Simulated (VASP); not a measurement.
# Ga3P: single point with PBE

Crystal: Ga3P.

```
Ga P
1.0
     3.93113    0.01380   -0.29020
    -1.95713    3.40615    0.29685
    -0.93181    0.56462   12.97434
Ga P
6 2
Direct
  0.94572 0.05172 0.21616
  0.36558 0.63543 0.46579
  0.53622 0.46718 0.96911
  0.10172 0.89886 0.67580
  0.46574 0.53377 0.77051
  0.73137 0.26810 0.56653
  0.29851 0.69794 0.27706
  0.88846 0.11367 0.02906
```

* Program: VASP 6.6.1
* Task: single point
* Functional: PBE
* Potentials or basis: VASP PAW PBE potentials, release 64 (Ga_d, P)
* Cutoff: 520 eV
* k mesh: 6 × 6 × 2
* Occupations: gaussian, width 0.2 eV
* Spin: no spin polarisation
* Dipole correction: no
* Further INCAR settings: ALGO = Normal; EDIFF = 1e-06; NBANDS = 54

The pressure is 0.1 GPa and the largest force is 0.009 eV/Å. The band gap on the k mesh is zero (band 44 reaches 6.01 eV, above the bottom of band 45 at 3.55 eV).

Forces in eV/Å, atoms in the order of the input:
```
Ga  -0.001  0.003 -0.009
Ga  -0.001  0.000 -0.006
Ga   0.001  0.000  0.007
Ga  -0.002  0.000 -0.006
Ga   0.000 -0.001  0.007
Ga   0.002  0.001  0.002
P    0.000 -0.003 -0.004
P    0.000 -0.001  0.009
```

Stress tensor (GPa, compression positive):
```
 0.11 -0.02 -0.07
-0.02  0.07  0.02
-0.07  0.02  0.13
```

Levels at points of the mesh, in eV from the Fermi level:
```csv
k point,band 41,band 42,band 43,band 44,band 45,band 46,band 47,band 48
"(0.00, 0.00, 0.00)",-0.97,0.86,0.98,1.52,1.87,1.95,2.27,2.28
"(0.50, 0.00, 0.00)",-2.85,-2.15,-0.87,-0.80,0.10,0.46,1.47,1.68
"(0.00, 0.50, 0.00)",-2.86,-2.16,-0.86,-0.81,0.11,0.43,1.47,1.67
"(0.50, 0.50, 0.00)",-2.61,-2.16,-1.77,-0.88,-0.04,0.72,1.39,1.74
"(0.00, 0.00, 0.50)",-0.97,-0.54,0.97,1.63,1.86,1.93,2.35,2.36
"(0.50, 0.00, 0.50)",-2.66,-2.13,-1.79,-0.84,-0.01,0.73,1.43,1.77
"(0.00, 0.50, 0.50)",-2.63,-2.14,-1.78,-0.85,-0.03,0.73,1.42,1.77
"(0.50, 0.50, 0.50)",-2.88,-2.18,-0.85,-0.84,0.11,0.42,1.44,1.64
```

Run time: 9.5 min on 1 thread of Intel(R) Xeon(R) 6975P-C (Granite Rapids) (shared host), peak memory 0.43 GiB.
